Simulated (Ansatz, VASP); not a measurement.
**BaTiO3 in VASP and in Ansatz**

```
Ba Ti O
1.0
     4.00718    0.00000    0.00000
     0.00000    2.87360    2.88698
     0.00000   -2.87360    2.88698
Ba Ti O
1 1 3
Direct
  0.00000 0.00483 0.00483
  0.50000 0.51666 0.51666
  0.50000 0.97967 0.49052
  0.50000 0.49052 0.97967
  0.00000 0.48822 0.48822
```

Alike in both runs: functional PBE; k mesh 6 × 6 × 6; occupations gaussian, width 0.02 eV; no spin polarisation; Hubbard terms Ti d U = 4.0 eV.

Ansatz relaxed the structure, and its values are those at the end. VASP's run is a single point on that final structure, the one shown.

|  | VASP | Ansatz |
| --- | --- | --- |
| version | VASP 6.6.1 | Ansatz 0.2.0 |
| potentials or method | VASP PAW PBE potentials, release 64 (Ba_sv, Ti_sv, O), cutoff 520 eV | scalar-relativistic, plane waves, PAW |
| valence electrons in the cell | 40 | 40 |

```tsv
	VASP	Ansatz	Ansatz less VASP
gap on the k mesh at the Fermi level (eV)	2.50	2.52	+0.023
least direct gap on the mesh (eV)	2.92	2.94	+0.011
pressure (GPa)	3.5	0.0	-3.49
rms of the force components (eV/Å)	0.221	0.001	-0.2207
```

The programs project onto different local orbitals, so the same U acts differently, and such runs can settle in different states.

Neither program's run includes spin-orbit coupling.
